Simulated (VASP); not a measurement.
A run of VASP 6.6.1 is set up as follows.

The input INCAR:

```
SYSTEM = Se
PREC     = Accurate       ! precision mode
ENCUT    = 520            ! plane-wave cutoff, eV
EDIFF    = 1E-7           ! SCF threshold, eV
ISMEAR   = -1             ! smearing method
SIGMA    = 0.03           ! smearing width, eV
LREAL    = .False.        ! projectors in reciprocal space
LASPH    = .True.         ! aspherical terms in the spheres
NELM     = 100            ! most SCF steps
ALGO     = Normal         ! electronic algorithm
ISIF     = 2              ! what is computed and relaxed
LWAVE    = .False.        ! write WAVECAR
LCHARG   = .True.         ! write CHGCAR
GGA      = PE             ! functional
LELF     = .True.         ! ELF
LVHAR    = .True.       
NBANDS   = 16             ! bands
```

KPOINTS

```
Automatic mesh
0
Gamma
  8 8 6
  0 0 0
```

Contents of POSCAR:

```
Se
1.0
    4.3551696776      0.0000000000      0.0000000000
   -2.1775848388      3.7716875786      0.0000000000
    0.0000000000      0.0000000000      4.8504610000
Se
3
Direct
    0.2170000000      0.0000000000      0.1666666667
    0.0000000000      0.2170000000      0.8333333333
    0.7830000000      0.7830000000      0.5000000000
```

Potentials or basis: VASP PAW PBE potentials, release 64 (Se).

Run with:

```console
$ cat potpaw_PBE.64/Se/POTCAR > POTCAR
$ mpirun -np 1 vasp_std > vasp.out
```

(1) Estimate the pressure.

(2) Estimate the largest force.

(3) Predict the band gap on the k mesh.

## Answers

(1) 7.8 GPa.

(2) 1.523 eV/Å.

(3) 1.25 eV, indirect (least direct gap 1.37 eV).

Caveat: the cell differs from its parent crystal (zz strain of -2 %); forces of over 1 eV/Å act on the atoms, so gaps and moduli don't describe the material at rest.
